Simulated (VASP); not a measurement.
# Si2Mo (I4/mmm) in VASP: a series of runs, part 2 of 2

VASP 6.6.1. The steps go on from the part before.

**3. Single point, PBEsol (uniaxial strain along c: -3.0 %, then relaxed in part)**

Input file INCAR:

```
  ALGO = Normal
  EDIFF = 1E-7
  ENCUT = 520
  GGA = PS
  ISIF = 2
  ISMEAR = 0
  LASPH = True
  LCHARG = False
  LREAL = False
  LWAVE = False
  NBANDS = 31
  NELM = 60
  PREC = Accurate
  SIGMA = 0.1
```

Input file KPOINTS:

```
k-points
0
Gamma
  12 12 6
```

Input file POSCAR:

```
Si2Mo
1.0
    3.2078518149      0.0000000000      0.0000000000
    0.0000000000      3.2078518149      0.0000000000
    0.0000000000      0.0000000000      7.5867424846
Si Mo
4 2
Direct
    0.0000000000      0.0000000000      0.3347381622
    0.5000000000      0.5000000000      0.1652618378
    0.5000000000      0.5000000000      0.8347381622
    0.0000000000      0.0000000000      0.6652618378
    0.0000000000      0.0000000000      0.0000000000
    0.5000000000      0.5000000000      0.5000000000
```

Potentials or basis: VASP PAW PBE potentials, release 64 (Si, Mo_sv).

Started as:

```
> cat potpaw_PBE.64/Si/POTCAR potpaw_PBE.64/Mo_sv/POTCAR > POTCAR
> mpirun -np 1 vasp_std > vasp.out
```

OUTCAR:

```text
EDIFF = 1E-7
   ENCUT = 520
   GGA = PS
   ISIF = 2
   ISMEAR = 0
   LASPH = True
   LREAL = False
   NELM = 60
   PREC = Accurate

 ion  position               nearest neighbor table
   1  0.000  0.000  0.335-   4 2.51   5 2.54   6 2.59   6 2.59   6 2.59   6 2.59   2 2.61   2 2.61
                             2 2.61   2 2.61
   2  0.500  0.500  0.165-   3 2.51   6 2.54   5 2.59   5 2.59   5 2.59   5 2.59   1 2.61   1 2.61
                             1 2.61   1 2.61
[... 1048 lines left out ...]
  -------------------------------------------------------------------------------------
  Total        0.1994221      0.1994221      8.2463435      0.0000000      0.0000000      0.0000000
  in kB        4.0926056      4.0926056    169.2341727      0.0000000      0.0000000      0.0000000
  external PRESSURE =      59.1397946 kB  Pullay stress =       0.0000000 kB

 VOLUME and BASIS-vectors are now :
 -----------------------------------------------------------------------------
  energy-cutoff  :      520.00
  volume of cell :       78.07
      direct lattice vectors                 reciprocal lattice vectors
     3.207851815  0.000000000  0.000000000     0.311735098  0.000000000  0.000000000
     0.000000000  3.207851815  0.000000000     0.000000000  0.311735098  0.000000000
     0.000000000  0.000000000  7.586742485     0.000000000  0.000000000  0.131808876

 POSITION                                       TOTAL-FORCE (eV/Angst)
 -----------------------------------------------------------------------------------
      0.00000      0.00000      2.53957        -0.000000      0.000000     -0.008557
      1.60393      1.60393      1.25380        -0.000000     -0.000000      0.008557
      1.60393      1.60393      6.33294         0.000000     -0.000000     -0.008557
      0.00000      0.00000      5.04717         0.000000      0.000000      0.008557
      0.00000      0.00000      0.00000        -0.000000     -0.000000      0.000000
      1.60393      1.60393      3.79337         0.000000      0.000000      0.000000
 -----------------------------------------------------------------------------------
    total drift:                                0.000000      0.000000     -0.000000

  FREE ENERGIE OF THE ION-ELECTRON SYSTEM (eV)
  ---------------------------------------------------
  free  energy   TOTEN  =       -50.0367353753 eV

  energy  without entropy=      -50.0342296552  energy(sigma->0) =      -50.03548252
```

OSZICAR:

```text
N       E                     dE             d eps       ncg     rms          rms(c)
DAV:   1     0.318737503581E+03    0.31874E+03   -0.23171E+04  7088   0.137E+03
DAV:   2    -0.397207661276E+02   -0.35846E+03   -0.34575E+03  7899   0.366E+02
DAV:   3    -0.518279051558E+02   -0.12107E+02   -0.11850E+02  9138   0.596E+01
DAV:   4    -0.519685653833E+02   -0.14066E+00   -0.14051E+00  8169   0.613E+00
DAV:   5    -0.519702389231E+02   -0.16735E-02   -0.16733E-02  8870   0.688E-01    0.343E+01
DAV:   6    -0.503414692476E+02    0.16288E+01   -0.10143E+01  8165   0.181E+01    0.751E+00
DAV:   7    -0.501246517120E+02    0.21682E+00   -0.15242E+00  7807   0.679E+00    0.701E+00
DAV:   8    -0.500376531968E+02    0.86999E-01   -0.23969E-01  8305   0.308E+00    0.552E-01
DAV:   9    -0.500370980513E+02    0.55515E-03   -0.74466E-03  8560   0.453E-01    0.357E-01
DAV:  10    -0.500369174552E+02    0.18060E-03   -0.26225E-03  8089   0.352E-01    0.200E-01
DAV:  11    -0.500367369316E+02    0.18052E-03   -0.90536E-04  8242   0.193E-01    0.346E-02
DAV:  12    -0.500367360001E+02    0.93149E-06   -0.24028E-05  8186   0.282E-02    0.110E-02
DAV:  13    -0.500367354421E+02    0.55798E-06   -0.17546E-06  8729   0.731E-03    0.251E-03
DAV:  14    -0.500367353753E+02    0.66821E-07   -0.18762E-07  6322   0.251E-03
   1 F= -.50036735E+02 E0= -.50035483E+02  d E =-.250572E-02
```

Run time: 72 s. Hardware: 1 thread of Intel Xeon 6975P-C (Granite Rapids), shared host; peak memory 0.32 GiB.

Results:

```yaml
Free_energy: -50.0367 eV
Pressure: 5.9 GPa
Largest_force: 0.009 eV/Å
Band_gap_on_the_k_mesh: zero (bands 22 and 23 overlap by 0.89 eV)
```

Forces in eV/Å, atoms in the order of the input:
```
Si   0.000  0.000 -0.009
Si   0.000  0.000  0.009
Si   0.000  0.000 -0.009
Si   0.000  0.000  0.009
Mo   0.000  0.000  0.000
Mo   0.000  0.000  0.000
```

Stress tensor (GPa, compression positive):
```
 0.41  0.00  0.00
 0.00  0.41  0.00
 0.00  0.00 16.92
```

Levels at points of the mesh, in eV from the Fermi level:
```tsv
k point	band 19	band 20	band 21	band 22	band 23	band 24	band 25	band 26
(0.00, 0.00, 0.00)	-0.59	-0.59	-0.46	-0.46	0.33	0.50	3.15	3.28
(0.50, 0.00, 0.00)	-1.97	-1.97	-0.78	-0.78	1.96	1.96	3.47	3.47
(0.50, 0.50, 0.00)	-2.84	-2.84	-1.14	-1.14	2.36	2.36	2.97	2.97
(0.00, 0.00, 0.50)	-1.83	-1.83	0.41	0.41	1.78	1.78	1.78	1.78
(0.50, 0.00, 0.50)	-2.50	-2.50	-0.53	-0.53	2.32	2.32	3.07	3.07
(0.50, 0.50, 0.50)	-1.92	-1.92	-1.92	-1.92	0.66	0.66	2.36	2.36
```

Caveat: the cell differs from its parent crystal (uniaxial strain along c: -3.0 %, then relaxed in part); the cell stands under pressure; the PAW data sets were made with another functional, which shifts forces and pressure a little.

**4. Single point, PBEsol (uniaxial strain along c: -3.0 %)**

Input file INCAR:

```
PREC = Accurate
ENCUT = 520
EDIFF = 1E-6
ISMEAR = 0
SIGMA = 0.1
LREAL = F
LASPH = T
NELM = 100
ALGO = Normal
ISIF = 2
LWAVE = F
LCHARG = T
GGA = PS
LELF = T
LVHAR = T
NBANDS = 31
```

Input file KPOINTS:

```
regular mesh
0
Gamma
  12 12 6
```

Input file POSCAR:

```
Si2Mo
1.0
    3.2139956989      0.0000000000      0.0000000000
    0.0000000000      3.2139956989      0.0000000000
    0.0000000000      0.0000000000      7.5867424846
Si Mo
4 2
Direct
    0.0000000000      0.0000000000      0.3349123516
    0.5000000000      0.5000000000      0.1650876484
    0.5000000000      0.5000000000      0.8349123516
    0.0000000000      0.0000000000      0.6650876484
    0.0000000000      0.0000000000      0.0000000000
    0.5000000000      0.5000000000      0.5000000000
```

Started as:

```
> cat potpaw_PBE.64/Si/POTCAR potpaw_PBE.64/Mo_sv/POTCAR > POTCAR
> mpirun -np 1 vasp_std > vasp.out
```

Run time: 68 s. Hardware: 1 thread of Intel Xeon 6975P-C (Granite Rapids), shared host; peak memory 0.32 GiB.

It converged, with:

| Quantity | Value |
| --- | --- |
| Free energy | -50.0365 eV |
| Pressure | 5.1 GPa |
| Largest force | 0.034 eV/Å |
| Band gap on the k mesh | zero (bands 22 and 23 overlap by 0.88 eV) |

Forces in eV/Å, atoms in the order of the input:
```
Si   0.000  0.000 -0.034
Si   0.000  0.000  0.034
Si   0.000  0.000 -0.034
Si   0.000  0.000  0.034
Mo   0.000  0.000  0.000
Mo   0.000  0.000  0.000
```

Stress tensor (GPa, compression positive):
```
-0.62  0.00  0.00
 0.00 -0.62  0.00
 0.00  0.00 16.50
```

Levels at points of the mesh, in eV from the Fermi level:
```tsv
k point	band 18	band 19	band 20	band 21	band 22	band 23	band 24	band 25	band 26	band 27
(0.00, 0.00, 0.00)	-2.20	-0.59	-0.59	-0.44	-0.44	0.32	0.50	3.18	3.26	3.45
(0.50, 0.00, 0.00)	-2.65	-1.93	-1.93	-0.77	-0.77	1.96	1.96	3.47	3.47	3.87
(0.50, 0.50, 0.00)	-4.47	-2.81	-2.81	-1.15	-1.15	2.34	2.34	2.96	2.96	3.77
(0.00, 0.00, 0.50)	-2.16	-1.79	-1.79	0.41	0.41	1.78	1.78	1.78	1.78	2.28
(0.50, 0.00, 0.50)	-2.71	-2.47	-2.47	-0.52	-0.52	2.30	2.30	3.06	3.06	4.59
(0.50, 0.50, 0.50)	-2.50	-1.90	-1.90	-1.90	-1.90	0.67	0.67	2.34	2.34	4.34
```

Caveat: the cell differs from its parent crystal (uniaxial strain along c: -3.0 %); the cell stands under pressure; the PAW data sets were made with another functional, which shifts forces and pressure a little.

**5. Single point, PBEsol (uniaxial strain along c: -1.5 %, then relaxed in part)**

Input file INCAR:

```
SYSTEM = Si2Mo
PREC = Accurate
ENCUT = 520
EDIFF = 1E-7
ISMEAR = 0
SIGMA = 0.1
LREAL = .FALSE.
LASPH = .TRUE.
NELM = 100
ALGO = Normal
ISIF = 2
LWAVE = .FALSE.
LCHARG = .TRUE.
GGA = PS
LELF = .TRUE.
LVHAR = .TRUE.
NBANDS = 31
```

Input file KPOINTS:

```
Automatic mesh
0
G
  12 12 6
  0 0 0
```

Changes to POSCAR since step 4:

```diff
@@ -2,5 +2,5 @@
 1.0
-    3.2139956989      0.0000000000      0.0000000000
-    0.0000000000      3.2139956989      0.0000000000
-    0.0000000000      0.0000000000      7.5867424846
+    3.1989074050      0.0000000000      0.0000000000
+    0.0000000000      3.1989074050      0.0000000000
+    0.0000000000      0.0000000000      7.7040632447
 Si Mo
```

Started as:

```
> cat potpaw_PBE.64/Si/POTCAR potpaw_PBE.64/Mo_sv/POTCAR > POTCAR
> mpirun -np 1 vasp_std > vasp.out
```

Wall time 87 s (1 thread of Intel Xeon 6975P-C (Granite Rapids), shared host); peak memory 0.33 GiB.

Results (log left out):

| Item | Value |
| --- | --- |
| Free energy | -50.1292 eV |
| Pressure | 3.0 GPa |
| Largest force | 0.008 eV/Å |
| Band gap on the k mesh | zero (bands 22 and 23 overlap by 0.88 eV) |

Forces in eV/Å, atoms in the order of the input:
```
Si   0.000  0.000 -0.008
Si   0.000  0.000  0.008
Si   0.000  0.000 -0.008
Si   0.000  0.000  0.008
Mo   0.000  0.000  0.000
Mo   0.000  0.000  0.000
```

Stress tensor (GPa, compression positive):
```
0.40 0.00 0.00
0.00 0.40 0.00
0.00 0.00 8.11
```

Levels at points of the mesh, in eV from the Fermi level:
```
           k point  band 20  band 21  band 22  band 23  band 24  band 25
(0.00, 0.00, 0.00)    -0.54    -0.54    -0.54     0.34     0.50     3.12
(0.50, 0.00, 0.00)    -2.22    -0.75    -0.75     1.91     1.91     3.36
(0.50, 0.50, 0.00)    -2.99    -1.19    -1.19     2.34     2.34     2.87
(0.00, 0.00, 0.50)    -2.01     0.42     0.42     1.74     1.74     1.74
(0.50, 0.00, 0.50)    -2.58    -0.54    -0.54     2.29     2.29     3.09
(0.50, 0.50, 0.50)    -2.03    -2.03    -2.03     0.47     0.47     2.34
```

Caveat: the cell differs from its parent crystal (uniaxial strain along c: -1.5 %, then relaxed in part); the PAW data sets were made with another functional, which shifts forces and pressure a little.

**6. Overview**

```csv
cell,gap on the mesh (eV),pressure (GPa),largest force (eV/Å)
"a = 3.226, b = 3.226, c = 7.469 Å, 6 atoms",none,8.0,0.02
"a = 3.208, b = 3.208, c = 7.587 Å, 6 atoms",none,5.9,0.01
"a = 3.214, b = 3.214, c = 7.587 Å, 6 atoms",none,5.1,0.03
"a = 3.199, b = 3.199, c = 7.704 Å, 6 atoms",none,3.0,0.01
```

Alike in all rows: task single point; level PBEsol; potentials or basis VASP PAW PBE potentials, release 64 (Si, Mo_sv); no spin polarisation; k mesh 12 × 12 × 6; cutoff (eV) 520; smearing gaussian 0.1 eV.

Caveats: the PAW data sets were made with another functional, which shifts forces and pressure a little; the cell stands under pressure (at least some runs).

Total energies depend on the potentials used, so only differences within one code and one set of settings carry meaning.
